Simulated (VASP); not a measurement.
# Si12HO24 (a cell with a defect) in VASP: single point with PBE+D3(BJ)

Aim: the single point of Si12HO24 (a cell with a defect) with PBE+D3(BJ).

Program: VASP 6.6.1. These are calculated values, not measurements. Logs are shortened: lines on timing, memory, paths and dates and some standing lists are left out, and cuts for length are marked.

## Step 1: The cell of the first run

The cell holds a defect, 74 atoms: a = 9.832 Å, b = 9.832 Å, c = 10.818 Å, α = 90.00°, β = 90.00°, γ = 120.00°.

## Step 2: Single point, PBE+D3(BJ)

INCAR

```
SYSTEM = Si12HO24
PREC = Accurate
ENCUT = 520
EDIFF = 1E-6
ISMEAR = 0
SIGMA = 0.02
LREAL = Auto
LASPH = .True.
NELM = 80
ALGO = Normal
ISIF = 2
LWAVE = .False.
LCHARG = .False.
GGA = PE
IVDW = 12
NBANDS = 236
```

KPOINTS

```
Automatic mesh
0
Gamma
  1 1 1
  0 0 0
```

POSCAR

```
Si12HO24
1.0
    9.8316000001      0.0000000000      0.0000000000
   -4.9158000000      8.5144153599      0.0000000000
    0.0000000000      0.0000000000     10.8182000000
Si O H
24 48 2
Direct
    0.2729970038     -0.0017902739      0.1648065562
   -0.0017902739      0.2729970038      0.3351934438
    0.2334489738      0.2294570334     -0.0039216025
    0.2650092355     -0.0006237120      0.6632541252
   -0.0006237120      0.2650092355      0.8367458748
    0.2294570334      0.2334489738      0.5039216025
    0.2698072035      0.4995745329      0.1628012903
   -0.0004411114      0.7560459623      0.3324968169
    0.2398882277      0.7371538528     -0.0026036703
    0.2662367439      0.4973192927      0.6730615226
    0.0031434386      0.7718170946      0.8366325178
    0.2279718052      0.7253496417      0.5024915854
    0.7560459623     -0.0004411114      0.1675031831
    0.4995745329      0.2698072035      0.3371987097
    0.7253496417      0.2279718052     -0.0024915854
    0.7718170946      0.0031434386      0.6633674822
    0.4973192927      0.2662367439      0.8269384774
    0.7371538528      0.2398882277      0.5026036703
    0.7614594326      0.4964415718      0.1662854380
    0.4964415718      0.7614594326      0.3337145620
    0.7357861765      0.7386554077      0.0027173552
    0.7682826304      0.5035711903      0.6692557934
    0.5035711903      0.7682826304      0.8307442066
    0.7386554077      0.7357861765      0.4972826448
    0.0664457334      0.2113302341      0.4465782583
    0.3005618521      0.3669483918      0.1007785739
    0.1388127024      0.4301812387      0.2722317036
    0.2113302341      0.0664457334      0.0534217417
    0.3669483918      0.3005618521      0.3992214261
    0.4301812387      0.1388127024      0.2277682964
    0.0640579009      0.1977066011      0.9460026137
    0.2899166344      0.3573084484      0.6178009230
    0.1391562145      0.4323200739      0.7854631539
    0.1977066011      0.0640579009      0.5539973863
    0.3573084484      0.2899166344      0.8821990770
    0.4323200739      0.1391562145      0.7145368461
    0.0612970157      0.6936869434      0.4469071550
    0.3128506771      0.8710420882      0.1045410191
    0.1431301404      0.9127066551      0.2731612446
    0.2093950729      0.5720347301      0.0551176349
    0.3551684412      0.7814226235      0.3908886976
    0.4342486273      0.6320501973      0.2231165121
    0.0733944106      0.7119797791      0.9466837787
    0.2922159975      0.8615412035      0.6078367014
    0.1394816697      0.9347086947      0.7767024657
    0.2013773230      0.5632696310      0.5635607868
    0.3637857281      0.7945209100      0.8830899988
    0.4350965750      0.6339157131      0.7238065442
    0.5720347301      0.2093950729      0.4448823651
    0.7814226235      0.3551684412      0.1091113024
    0.6320501973      0.4342486273      0.2768834879
    0.6936869434      0.0612970157      0.0530928450
    0.8710420882      0.3128506771      0.3954589809
    0.9127066551      0.1431301404      0.2268387554
    0.5632696310      0.2013773230      0.9364392132
    0.7945209100      0.3637857281      0.6169100012
    0.6339157131      0.4350965750      0.7761934558
    0.7119797791      0.0733944106      0.5533162213
    0.8615412035      0.2922159975      0.8921632986
    0.9347086947      0.1394816697      0.7232975343
    0.5724587711      0.7066718710      0.4427542054
    0.7940524619      0.8672754929      0.1142224916
    0.6249847430      0.9293625587      0.2762601856
    0.7066718710      0.5724587711      0.0572457946
    0.8672754929      0.7940524619      0.3857775084
    0.9293625587      0.6249847430      0.2237398144
    0.5720632685      0.7110193859      0.9437599187
    0.8026194593      0.8684849373      0.6056639935
    0.6390220258      0.9317758056      0.7714129830
    0.7110193859      0.5720632685      0.5562400813
    0.8684849373      0.8026194593      0.8943360065
    0.9317758056      0.6390220258      0.7285870170
    0.1630793126      0.1415016787      0.2795042551
    0.1415016787      0.1630793126      0.2204957449
```

Potentials or basis: VASP PAW PBE potentials, release 64 (Si, O, H).

Command:

```
> cat potpaw_PBE.64/Si/POTCAR potpaw_PBE.64/O/POTCAR potpaw_PBE.64/H/POTCAR > POTCAR
> mpirun -np 1 vasp_gam > vasp.out
```

OUTCAR:

```text
SYSTEM = Si12HO24
   PREC = Accurate
   ENCUT = 520
   EDIFF = 1E-6
   ISMEAR = 0
   LREAL = Auto
   LASPH = .True.
   NELM = 80
   ISIF = 2
   GGA = PE
   IVDW = 12
 IVDW          = 12

 ion  position               nearest neighbor table
   1  0.273  0.998  0.165-  30 1.62  38 1.62  39 1.62  28 1.64   9 3.02   3 3.09  14 3.10   8 3.13

   2  0.998  0.273  0.335-  27 1.62  53 1.62  54 1.62  25 1.64  18 3.02   6 3.09   7 3.10  13 3.13

   3  0.233  0.229  0.996-  35 1.62  31 1.63  28 1.63  26 1.63   5 3.03  17 3.04   7 3.08   1 3.09

   4  0.265  0.999  0.663-  44 1.62  36 1.63  45 1.63  34 1.63   6 3.03  17 3.04  11 3.06  12 3.07

   5  0.999  0.265  0.837-  59 1.62  33 1.63  60 1.63  31 1.63   3 3.03  10 3.04  16 3.06  15 3.07

   6  0.229  0.233  0.504-  32 1.62  34 1.63  25 1.63  29 1.63   4 3.03  10 3.04  14 3.08   2 3.09
[... 83 lines left out ...]
  71  0.868  0.803  0.894-  11 1.62  21 1.63
  72  0.932  0.639  0.729-  22 1.62  11 1.63
  73  0.163  0.142  0.280-  74 0.74
  74  0.142  0.163  0.220-  73 0.74

  LATTYP: Found a hexagonal cell.
 ALAT       =     9.8316000001
 C/A-ratio  =     1.1003498922

  Lattice vectors:

 A1 = (   9.8316000001,   0.0000000000,   0.0000000000)
 A2 = (  -4.9158000000,   8.5144153599,   0.0000000000)
 A3 = (   0.0000000000,   0.0000000000,  10.8182000000)

Analysis of symmetry for initial positions (statically):
=====================================================================
 Subroutine PRICEL returns:
 Original cell was already a primitive cell.

 Routine SETGRP: Setting up the symmetry group for a
 hexagonal supercell.

 Subroutine GETGRP returns: Found  2 space group operations
 (whereof  1 operations were pure point group operations)
 out of a pool of 24 trial point group operations.

The static configuration has the point symmetry C_1 .
 The point group associated with its full space group is C_2 .

Analysis of symmetry for dynamics (positions and initial velocities):
=====================================================================
 Subroutine PRICEL returns:
 Original cell was already a primitive cell.

 Routine SETGRP: Setting up the symmetry group for a
 hexagonal supercell.

 Subroutine GETGRP returns: Found  2 space group operations
 (whereof  1 operations were pure point group operations)
 out of a pool of 24 trial point group operations.

The dynamic configuration has the point symmetry C_1 .
 The point group associated with its full space group is C_2 .

 Subroutine INISYM returns: Found  2 space group operations
 (whereof  1 operations are pure point group operations),
 and found     1 'primitive' translations

----------------------------------------------------------------------------------------

                                     Primitive cell

  volume of cell :     905.5950

  direct lattice vectors                    reciprocal lattice vectors
     9.831600000  0.000000000  0.000000000     0.101712844  0.058723938  0.000000000
    -4.915800000  8.514415360  0.000000000     0.000000000  0.117447876  0.000000000
     0.000000000  0.000000000 10.818200000     0.000000000  0.000000000  0.092436819

  length of vectors
     9.831600000  9.831600000 10.818200000     0.117447876  0.117447876  0.092436819

  position of ions in fractional coordinates (direct lattice)
     0.272997004  0.998209726  0.164806556
     0.998209726  0.272997004  0.335193444
     0.233448974  0.229457033  0.996078397
     0.265009236  0.999376288  0.663254125
     0.999376288  0.265009236  0.836745875
     0.229457033  0.233448974  0.503921603
[... 66 lines left out ...]
     0.163079313  0.141501679  0.279504255
     0.141501679  0.163079313  0.220495745

  ion indices of the primitive-cell ions
   primitive index   ion index
                 1           1
                 2           2
                 3           3
                 4           4
                 5           5
                 6           6
[... 66 lines left out ...]
                73          73
                74          74

----------------------------------------------------------------------------------------

 KPOINTS: Automatic mesh

Automatic generation of k-mesh.
 Grid dimensions read from file:
 generate k-points for:    1    1    1

 Generating k-lattice:

  Cartesian coordinates                     Fractional coordinates (reciprocal lattice)
     0.101712844  0.058723938  0.000000000     1.000000000  0.000000000  0.000000000
     0.000000000  0.117447876  0.000000000     0.000000000  1.000000000  0.000000000
     0.000000000  0.000000000  0.092436819     0.000000000  0.000000000  1.000000000

  Length of vectors
     0.117447876  0.117447876  0.092436819

  Shift w.r.t. Gamma in fractional coordinates (k-lattice)
     0.000000000  0.000000000  0.000000000

 Subroutine IBZKPT returns following result:
 ===========================================

 Found      1 irreducible k-points:

 Following reciprocal coordinates:
            Coordinates               Weight
  0.000000  0.000000  0.000000      1.000000
   k-points           NKPTS =      1   k-points in BZ     NKDIM =      1   number of bands    NBANDS=    236
   number of dos      NEDOS =    301   number of ions     NIONS =     74
   total plane-waves  NPLWV = 512000
   dimension x,y,z NGX =    80 NGY =   80 NGZ =   80
   dimension x,y,z NGXF=   160 NGYF=  160 NGZF=  160
   ions per type =              24  48   2
   NGX,Y,Z   is equivalent  to a cutoff of  13.53, 13.53, 12.29 a.u.
   NGXF,Y,Z  is equivalent  to a cutoff of  27.05, 27.05, 24.59 a.u.
 SYSTEM =  Si12HO24
   PREC   = accura    normal or accurate (medium, high low for compatibility)
   ISTART =      0    job   : 0-new  1-cont  2-samecut
   ICHARG =      2    charge: 1-file 2-atom 10-const
   ISPIN  =      1    spin polarized calculation?
   LNONCOLLINEAR =      F non collinear calculations
   LSORBIT =      F    spin-orbit coupling
   LASPH  =      T    aspherical Exc in radial PAW
   ENCUT  =  520.0 eV  38.22 Ry    6.18 a.u.  18.28 18.28 20.11*2*pi/ulx,y,z
   NELM   =     80;   NELMIN=  2; NELMDL= -5     # of ELM steps
   EDIFF  = 0.1E-05   stopping-criterion for ELM
   LREAL  =      T    real-space projection
   EDIFFG = 0.1E-04   stopping-criterion for IOM
   NSW    =      0    number of steps for IOM
   IBRION =     -1    ionic relax: 0-MD 1-quasi-New 2-CG
   NFREE  =      0    steps in history (QN), initial steepest desc. (CG)
   ISIF   =      2    stress and relaxation
   ISYM   =      2    0-nonsym 1-usesym 2-fastsym
   POTIM  = 0.5000    time-step for ionic-motion
   TEBEG  =    0.0;   TEEND  =   0.0 temperature during run
   PSTRESS=    0.0 pullay stress
   NELECT =     386.0000    total number of electrons
   NUPDOWN=      -1.0000    fix difference up-down
   EMIN   =  10.00;   EMAX   =-10.00  energy-range for DOS
   EFERMI =   0.00;   METHOD = LEGACY
   ISMEAR =     0;   SIGMA  =   0.02  broadening in eV -4-tet -1-fermi 0-gaus
   EFERMI_NEDOS =   21; number of points for ismear=-14 and -15
   IALGO  =     38    algorithm
   IMIX   =      4    mixing-type and parameters
     AMIX     =   0.40;   BMIX     =  1.00
     AMIX_MAG =   1.60;   BMIX_MAG =  1.00
  volume/ion in A,a.u.               =      12.24        82.58
  Fermi-wavevector in a.u.,A,eV,Ry     =   1.232043  2.328224 20.652696  1.517930
  Thomas-Fermi vector in A             =   2.366829
   LORBIT       =      0    0 simple, 1 ext, 2 COOP (PROOUT), +10 PAW based schemes
   GGA     = PE    functional components
   LHFCALC =     F    Hartree Fock is set to
   AEXX    =    0.0000 exact exchange contribution
   IVDW    =    12    specifies the selected vdW correction
   LEPSILON=     F    determine dielectric tensor
   LRPA    =     F    only Hartree local field effects (RPA)
 non-spin polarized calculation
 Gauss-broadening in eV      SIGMA  =   0.02
  energy-cutoff  :      520.00
  volume of cell :      905.60
 maximum number of plane-waves:     12195
 NGX is ok and might be reduce to    80
   NGX = 37   NGY = 37   NGZ = 41

 number of electron     386.0000001 magnetization

 Free energy of the ion-electron system (eV)
  ---------------------------------------------------
  ext. energy  EPLUGINS =         0.00000000
  ---------------------------------------------------
  free energy    TOTEN  =      -574.33181081 eV

  energy without entropy =     -574.33181081  energy(sigma->0) =     -574.33181081

 E-fermi :   1.3433     XC(G=0):  -9.2924

 val. band max:        1.2031943374   @ k =   0.0000   0.0000   0.0000
 cond. band min:       7.0778346927   @ k =   0.0000   0.0000   0.0000
 fundamental gap:      5.8746403553
 Fermi energy:         1.3432623178

 k-point     1 :       0.0000    0.0000    0.0000
  band No.  band energies     occupation
      1     -18.1929      2.00000
      2     -17.7301      2.00000
      3     -17.7292      2.00000
      4     -17.7001      2.00000
      5     -17.6962      2.00000
      6     -17.6958      2.00000
[... 197 lines left out ...]
    204      10.0243      0.00000
    205      10.0416      0.00000
 [bands above 205 left out]

------------------------ aborting loop because EDIFF is reached ----------------------------------------

 Edisp (eV)  -10.53227

 E8    (eV) :    -3.5581

  FORCE on cell =-STRESS in cart. coord.  units (eV):
  Direction    XX          YY          ZZ          XY          YZ          ZX
  --------------------------------------------------------------------------------------
  -------------------------------------------------------------------------------------
  Total       4.89509     5.02468     6.67897     0.11223     0.79217    -1.37207
  in kB       8.66038     8.88965    11.81643     0.19855     1.40150    -2.42747
  external pressure =        9.79 kB  Pullay stress =        0.00 kB

 VOLUME and BASIS-vectors are now :
 -----------------------------------------------------------------------------
  energy-cutoff  :      520.00
  volume of cell :      905.60
      direct lattice vectors                 reciprocal lattice vectors
     9.831600000  0.000000000  0.000000000     0.101712844  0.058723938  0.000000000
    -4.915800000  8.514415360  0.000000000     0.000000000  0.117447876  0.000000000
     0.000000000  0.000000000 10.818200000     0.000000000  0.000000000  0.092436819

 POSITION                                       TOTAL-FORCE (eV/Angst)
 -----------------------------------------------------------------------------------
     -2.22300      8.49917      1.78291         0.009114      0.002082      0.010721
      8.47200      2.32441      3.62619        -0.002754      0.008934     -0.010721
      1.16721      1.95369     10.77578        -0.004410     -0.013755      0.008773
     -2.30727      8.50910      7.17522         0.019413     -0.003593     -0.000286
      8.52274      2.25640      9.05208        -0.012818      0.015015      0.000286
      1.10834      1.98768      5.45152        -0.009707     -0.010697     -0.008773
[... 66 lines left out ...]
      0.90774      1.20480      3.02373        -0.004719      0.001348     -0.009165
      0.58952      1.38853      2.38537         0.003527     -0.003413      0.009165
 -----------------------------------------------------------------------------------
    total drift:                                0.002817      0.004879     -0.000001

  FREE ENERGIE OF THE ION-ELECTRON SYSTEM (eV)
  ---------------------------------------------------
  free  energy   TOTEN  =      -584.8640844374 eV

  energy  without entropy=     -584.8640844374  energy(sigma->0) =     -584.86408444
```

Wall time 8.5 min (1 thread of Intel Xeon Platinum 8375C at 2.90GHz (Ice Lake), shared host); peak memory 0.94 GiB.

Results:

| Item | Value |
| --- | --- |
| Free energy | -584.8641 eV |
| Pressure | 1.0 GPa |
| Largest force | 0.020 eV/Å |
| Band gap on the k mesh | 5.87 eV |
| Dispersion energy per atom | -0.142 eV |

Forces in eV/Å, atoms in the order of the input:
```
Si   0.009  0.002  0.011
Si  -0.003  0.009 -0.011
Si  -0.004 -0.014  0.009
Si   0.019 -0.004  0.000
Si  -0.013  0.015  0.000
Si  -0.010 -0.011 -0.009
Si   0.010 -0.004  0.000
Si  -0.003  0.015 -0.004
Si  -0.006 -0.017 -0.002
Si   0.018 -0.005  0.002
Si  -0.006  0.014  0.000
Si  -0.003 -0.012  0.001
Si   0.014  0.005  0.004
Si  -0.009  0.007  0.000
Si  -0.009 -0.009 -0.001
Si   0.015  0.001  0.000
Si  -0.013  0.013 -0.002
Si  -0.012 -0.014  0.002
Si   0.014 -0.005 -0.005
Si  -0.011  0.010  0.005
Si  -0.009 -0.014  0.003
Si   0.013  0.002 -0.001
Si  -0.005  0.012  0.001
Si  -0.008 -0.014 -0.003
O   -0.002  0.006 -0.008
O   -0.005 -0.009 -0.002
O    0.008 -0.003 -0.007
O    0.006  0.001  0.008
O   -0.005 -0.009  0.002
O   -0.007  0.005  0.007
O   -0.006  0.004  0.000
O    0.000 -0.002  0.001
O    0.001  0.001 -0.003
O    0.006 -0.003  0.000
O   -0.002 -0.001 -0.001
O    0.001  0.001  0.003
O   -0.004  0.004 -0.001
O    0.000 -0.005  0.000
O    0.005  0.001 -0.010
O    0.007  0.003  0.003
O   -0.002 -0.007  0.005
O   -0.001  0.009  0.000
O   -0.003  0.005 -0.001
O   -0.005 -0.007 -0.003
O    0.003  0.002 -0.001
O    0.008  0.001  0.002
O   -0.004 -0.004  0.000
O   -0.002  0.008 -0.001
O   -0.001  0.007 -0.003
O   -0.005 -0.005 -0.005
O    0.009  0.003  0.000
O    0.006 -0.001  0.001
O   -0.004 -0.002  0.000
O   -0.002  0.005  0.010
O   -0.003  0.008 -0.002
O   -0.002 -0.005  0.000
O    0.008  0.002  0.001
O    0.006  0.000  0.001
O   -0.004 -0.008  0.003
O    0.001  0.004  0.001
O   -0.002  0.007 -0.002
O   -0.003 -0.004  0.002
O    0.006 -0.002  0.000
O    0.007  0.002  0.002
O   -0.002 -0.004 -0.002
O   -0.005  0.004  0.000
O    0.001  0.008 -0.002
O   -0.002 -0.007  0.000
O    0.006 -0.001 -0.003
O    0.007  0.005  0.002
O   -0.005 -0.005  0.000
O   -0.004  0.005  0.003
H   -0.005  0.001 -0.009
H    0.004 -0.003  0.009
```

Stress tensor (GPa, compression positive):
```
 0.87  0.02 -0.24
 0.02  0.89  0.14
-0.24  0.14  1.18
```

Caveat: the k points lie up to 0.74 Å⁻¹ apart.
